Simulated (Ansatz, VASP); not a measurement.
# Two plane-wave programs on H2CO

```
O C H
1.0
     8.18824    0.00000    0.00000
     0.00000    8.18824    0.00000
     0.00000    0.00000    8.18824
O C H
10 10 20
Direct
  0.04887 0.51013 0.62436
  0.37803 0.79133 0.21505
  0.55849 0.63403 0.60368
  0.09734 0.86605 0.93216
  0.76633 0.67058 0.07743
  0.81350 0.12902 0.14232
  0.15712 0.05468 0.48641
  0.22057 0.25437 0.00225
  0.51390 0.34848 0.29843
  0.51362 0.03470 0.75477
  0.15721 0.50197 0.52341
  0.47140 0.90492 0.19554
  0.66432 0.64079 0.70716
  0.18041 0.76459 0.86375
  0.86618 0.60741 0.16670
  0.81767 0.10414 0.99625
  0.11606 0.08073 0.34622
  0.25852 0.26069 0.85894
  0.44706 0.44101 0.20345
  0.49760 0.03355 0.60690
  0.27681 0.44323 0.54970
  0.14349 0.55388 0.39824
  0.60517 0.89129 0.21435
  0.42839 0.02844 0.15693
  0.66980 0.55307 0.81119
  0.76220 0.73528 0.70726
  0.25128 0.79407 0.75145
  0.18964 0.63600 0.90852
  0.84677 0.48281 0.21777
  0.98187 0.67210 0.19881
  0.84612 0.20457 0.90808
  0.79319 0.98129 0.94457
  0.07680 0.20334 0.30259
  0.11612 0.98216 0.25262
  0.36192 0.33870 0.81593
  0.19257 0.18989 0.76365
  0.31597 0.47475 0.21435
  0.51419 0.49901 0.10022
  0.48831 0.14817 0.53451
  0.49201 0.91680 0.53737
```

Alike in both runs: functional PBE; dispersion D3(BJ); k mesh 1 × 1 × 1; occupations fermi-dirac, width 0.02 eV; no spin polarisation.

Ansatz relaxed the structure, and its values are those at the end. VASP's run is a single point on that final structure, the one shown.

```csv
,VASP,Ansatz
version,VASP 6.6.1,Ansatz 0.2.0
potentials or method,"VASP PAW PBE potentials, release 64 (O, C, H), cutoff 520 eV","scalar-relativistic, plane waves, PAW"
valence electrons in the cell,120,120
```

```tsv
	VASP	Ansatz	Ansatz less VASP
rms of the force components (eV/Å)	0.196	0.047	-0.1484
```

One of these differences is far larger than is usual between the two programs; its cause wasn't traced.

Noted on VASP's run: the standard files for N, O and F lose accuracy on very short bonds.
